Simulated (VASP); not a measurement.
# CoSi2 (Fm-3m) in VASP: density of states with PBE

Aim: the density of states of CoSi2 with PBE.

All numbers are computed with VASP 6.6.1; they aren't measurements. Logs are shortened: lines on timing, memory, paths and dates and some standing lists are left out, and cuts for length are marked.

**1. The cell of the first run**

It takes space group Fm-3m (No. 225, cubic). The conventional cell has a = 5.365 Å, b = 5.365 Å, c = 5.365 Å, α = 90.00°, β = 90.00°, γ = 90.00°. Within 3.1 Å of Co (site symmetry m-3m) lie 8 Si at 2.32 Å. Si (site symmetry -43m) has 4 Co at 2.32 Å and 6 Si at 2.68 Å within 3.1 Å.

**2. Density of states, PBE**

File POSCAR:

```
CoSi2
1.0
    0.0000000000      2.6825000000      2.6825000000
    2.6825000000      0.0000000000      2.6825000000
    2.6825000000      2.6825000000      0.0000000000
Co Si
1 2
Direct
    0.0000000000      0.0000000000      0.0000000000
    0.2500000000      0.2500000000      0.2500000000
    0.7500000000      0.7500000000      0.7500000000
```

File INCAR.step1:

```
ALGO = Normal ; EDIFF = 1E-6
ENCUT = 520 ; GGA = PE
GGA_COMPAT = False ; ISIF = 2
ISMEAR = 0 ; LASPH = True
LCHARG = True ; LMAXMIX = 4
LORBIT = 11 ; LREAL = False
LWAVE = False ; NBANDS = 16
NEDOS = 2001 ; NELM = 120
PREC = Accurate ; SIGMA = 0.1
```

File KPOINTS.step1:

```
k-points
0
Gamma
  4 4 4
```

File INCAR.step2:

```
ALGO = Normal ; EDIFF = 1E-6
ENCUT = 520 ; GGA = PE
GGA_COMPAT = False ; ICHARG = 11
ISIF = 2 ; ISMEAR = -5
LASPH = True ; LCHARG = False
LMAXMIX = 4 ; LORBIT = 10
LREAL = False ; LWAVE = False
NBANDS = 16 ; NEDOS = 2001
NELM = 120 ; PREC = Accurate
SIGMA = 0.1
```

File KPOINTS.step2:

```
k-points
0
Gamma
  6 6 6
```

Potentials or basis: VASP PAW PBE potentials, release 64 (Co, Si).

The run is started by

```bash
$ cat potpaw_PBE.64/Co/POTCAR potpaw_PBE.64/Si/POTCAR > POTCAR
$ cp INCAR.step1 INCAR
$ cp KPOINTS.step1 KPOINTS
$ mpirun -np 1 vasp_std > vasp.out
$ cp INCAR.step2 INCAR
$ cp KPOINTS.step2 KPOINTS
$ mpirun -np 1 vasp_std > vasp.out
```

OUTCAR:

```text
EDIFF = 1E-6
   ENCUT = 520
   GGA = PE
   ICHARG = 11
   ISIF = 2
   ISMEAR = -5
   LASPH = True
   LORBIT = 10
   LREAL = False
   NELM = 120
   PREC = Accurate

 ion  position               nearest neighbor table
   1  0.000  0.000  0.000-   3 2.32   3 2.32   3 2.32   2 2.32   3 2.32   2 2.32   2 2.32   2 2.32

   2  0.250  0.250  0.250-   1 2.32   1 2.32   1 2.32   1 2.32   3 2.68   3 2.68   3 2.68   3 2.68
                             3 2.68   3 2.68
   3  0.750  0.750  0.750-   1 2.32   1 2.32   1 2.32   1 2.32   2 2.68   2 2.68   2 2.68   2 2.68
                             2 2.68   2 2.68

  LATTYP: Found a face centered cubic cell.
 ALAT       =     5.3650000000

  Lattice vectors:

 A1 = (   0.0000000000,   2.6825000000,   2.6825000000)
 A2 = (   2.6825000000,   0.0000000000,   2.6825000000)
 A3 = (   2.6825000000,   2.6825000000,   0.0000000000)

Analysis of symmetry for initial positions (statically):
=====================================================================
 Subroutine PRICEL returns:
 Original cell was already a primitive cell.

 Routine SETGRP: Setting up the symmetry group for a
 face centered cubic supercell.

 Subroutine GETGRP returns: Found 48 space group operations
 (whereof 48 operations were pure point group operations)
 out of a pool of 48 trial point group operations.

The static configuration has the point symmetry O_h .

Analysis of symmetry for dynamics (positions and initial velocities):
=====================================================================
 Subroutine PRICEL returns:
 Original cell was already a primitive cell.

 Routine SETGRP: Setting up the symmetry group for a
 face centered cubic supercell.

 Subroutine GETGRP returns: Found 48 space group operations
 (whereof 48 operations were pure point group operations)
 out of a pool of 48 trial point group operations.

The dynamic configuration has the point symmetry O_h .

 Subroutine INISYM returns: Found 48 space group operations
 (whereof 48 operations are pure point group operations),
 and found     1 'primitive' translations

----------------------------------------------------------------------------------------

                                     Primitive cell

  volume of cell :      38.6055

  direct lattice vectors                    reciprocal lattice vectors
     0.000000000  2.682500000  2.682500000    -0.186393290  0.186393290  0.186393290
     2.682500000  0.000000000  2.682500000     0.186393290 -0.186393290  0.186393290
[... 89 lines left out ...]
   TEBEG  =    0.0;   TEEND  =   0.0 temperature during run
   PSTRESS=    0.0 pullay stress
   NELECT =      17.0000    total number of electrons
   NUPDOWN=      -1.0000    fix difference up-down
   EMIN   =  10.00;   EMAX   =-10.00  energy-range for DOS
   EFERMI =   0.00;   METHOD = LEGACY
   ISMEAR =    -5;   SIGMA  =   0.10  broadening in eV -4-tet -1-fermi 0-gaus
   EFERMI_NEDOS =   21; number of points for ismear=-14 and -15
   IALGO  =     38    algorithm
   IMIX   =      4    mixing-type and parameters
     AMIX     =   0.40;   BMIX     =  1.00
     AMIX_MAG =   1.60;   BMIX_MAG =  1.00
  volume/ion in A,a.u.               =      12.87        86.84
  Fermi-wavevector in a.u.,A,eV,Ry     =   1.245493  2.353641 21.106087  1.551254
  Thomas-Fermi vector in A             =   2.379713
   LORBIT       =     10    0 simple, 1 ext, 2 COOP (PROOUT), +10 PAW based schemes
   GGA     = PE    functional components
   LHFCALC =     F    Hartree Fock is set to
   AEXX    =    0.0000 exact exchange contribution
   IVDW    =     0    specifies the selected vdW correction
   LEPSILON=     F    determine dielectric tensor
   LRPA    =     F    only Hartree local field effects (RPA)
 non-spin polarized calculation
 Fermi weights with tetrahedron method with Bloechl corrections
  energy-cutoff  :      520.00
  volume of cell :       38.61
 maximum number of plane-waves:      1056

 number of electron      16.9999994 magnetization

 Free energy of the ion-electron system (eV)
  ---------------------------------------------------
  ext. energy  EPLUGINS =         0.00000000
  ---------------------------------------------------
  free energy    TOTEN  =       -19.28918088 eV

  energy without entropy =      -19.28918088  energy(sigma->0) =      -19.28918088

 E-fermi :   9.9527     XC(G=0): -11.7235

 val. band max:        9.7728615552   @ k =  -0.1667   0.1667   0.0000
 cond. band min:      10.1531234453   @ k =  -0.3333   0.1667   0.0000
 fundamental gap:      0.3802618901
 Fermi energy:         9.9527052471

 k-point     1 :       0.0000    0.0000    0.0000
  band No.  band energies     occupation
      1      -3.0607      2.00000
      2       5.9602      2.00000
      3       5.9602      2.00000
      4       5.9602      2.00000
      5       8.1110      2.00000
      6       8.1110      2.00000
[... 281 lines left out ...]
      3       3.3909      2.00000
      4       4.8837      2.00000
      5       7.2978      2.00000
      6       7.9512      2.00000
[... 8 lines left out ...]
     15      20.7822      0.00000
     16      21.8298      0.00000

------------------------ aborting loop because EDIFF is reached ----------------------------------------

  FORCE on cell =-STRESS in cart. coord.  units (eV):
  Direction    XX          YY          ZZ          XY          YZ          ZX
  --------------------------------------------------------------------------------------
  -------------------------------------------------------------------------------------
  Total        1.1203053      1.1203053      1.1203053     -0.0000000      0.0000000     -0.0000000
  in kB       46.4940917     46.4940917     46.4940917     -0.0000000      0.0000000     -0.0000000
  external PRESSURE =      46.4940917 kB  Pullay stress =       0.0000000 kB

 VOLUME and BASIS-vectors are now :
 -----------------------------------------------------------------------------
  energy-cutoff  :      520.00
  volume of cell :       38.61
      direct lattice vectors                 reciprocal lattice vectors
     0.000000000  2.682500000  2.682500000    -0.186393290  0.186393290  0.186393290
     2.682500000  0.000000000  2.682500000     0.186393290 -0.186393290  0.186393290
     2.682500000  2.682500000  0.000000000     0.186393290  0.186393290 -0.186393290

 POSITION                                       TOTAL-FORCE (eV/Angst)
 -----------------------------------------------------------------------------------
      0.00000      0.00000      0.00000        -0.000000     -0.000000      0.000000
      1.34125      1.34125      1.34125        -0.000000      0.000000     -0.000000
      4.02375      4.02375      4.02375         0.000000     -0.000000      0.000000
 -----------------------------------------------------------------------------------
    total drift:                               -0.000000     -0.000000      0.000000

  FREE ENERGIE OF THE ION-ELECTRON SYSTEM (eV)
  ---------------------------------------------------
  free  energy   TOTEN  =       -19.2891808758 eV

  energy  without entropy=      -19.2891808758  energy(sigma->0) =      -19.28918088

 total charge

# of ion       s       p       d       tot
------------------------------------------
    1        0.537   0.715   7.601   8.852
    2        0.714   0.870   0.000   1.584
    3        0.714   0.870   0.000   1.584
--------------------------------------------------
tot          1.965   2.454   7.601  12.020
```

OUTCAR.step1:

```text
EDIFF = 1E-6
   ENCUT = 520
   GGA = PE
   ISIF = 2
   ISMEAR = 0
   LASPH = True
   LORBIT = 11
   LREAL = False
   NELM = 120
   PREC = Accurate
[... 361 lines left out ...]
    total drift:                               -0.000000     -0.000000      0.000000

  FREE ENERGIE OF THE ION-ELECTRON SYSTEM (eV)
  ---------------------------------------------------
  free  energy   TOTEN  =       -19.3069970610 eV

  energy  without entropy=      -19.3029865727  energy(sigma->0) =      -19.30499182

 total charge

# of ion       s       p       d       tot
------------------------------------------
    1        0.543   0.716   7.582   8.841
    2        0.716   0.868   0.000   1.584
    3        0.716   0.868   0.000   1.584
--------------------------------------------------
tot          1.975   2.453   7.582  12.010
```

Run time: 14 s. Hardware: 1 thread of Intel Xeon 6975P-C (Granite Rapids), shared host; peak memory 0.15 GiB.

What came out:

```yaml
Valence_electrons_inside_the_program's_atomic_spheres: Co 8.85; Si 1.58
```

Levels at points of the mesh, in eV from the Fermi level:
| k point | band 7 | band 8 | band 9 | band 10 | band 11 | band 12 |
| --- | --- | --- | --- | --- | --- | --- |
| (0.00, 0.00, 0.00) | 0.78 | 3.45 | 3.45 | 3.45 | 3.52 | 3.52 |
| (0.50, 0.00, 0.00) | -1.56 | -0.40 | -0.40 | 2.75 | 3.45 | 3.45 |
| (0.50, 0.50, 0.00) | -1.89 | -1.84 | -1.28 | 1.60 | 2.99 | 8.62 |

Caveat: the k points lie up to 0.51 Å⁻¹ apart; tetrahedron occupations give inexact forces and stress in metals. Spin polarisation is off, so any magnetic state and its effect on volume and gap are missing.
